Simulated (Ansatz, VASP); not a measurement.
# Two plane-wave programs on As

```
As
1.0
     4.68716    0.00000    0.00000
     0.00000    3.63390    0.00000
     0.00000    0.00000   28.27037
As
4
Direct
  0.07202 0.00000 0.37797
  0.42798 0.50000 0.37797
  0.57202 0.50000 0.29411
  0.92798 0.00000 0.29411
```

Change from the starting cell: uniaxial_x strain -2.5%.

Alike in both runs: task single point; functional PBE; k mesh 6 × 8 × 1; occupations fermi-dirac, width 0.02 eV; no spin polarisation.

```csv
,VASP,Ansatz
version,VASP 6.6.1,Ansatz 0.2.0
potentials or method,"VASP PAW PBE potentials, release 64 (As)","plane waves, PAW"
plane-wave cutoff (eV),520,420
valence electrons in the cell,20,60
```

```tsv
	VASP	Ansatz	Ansatz less VASP
gap on the k mesh at the Fermi level (eV)	0.77	0.78	+0.012
rms of the force components (eV/Å)	0.242	0.204	-0.0378
```

Atom by atom the forces differ by 0.038 eV/Å (rms over components). VASP's potentials hold 20 valence electrons a cell and Ansatz's 60, so a difference there can come from the potentials and not from the codes.
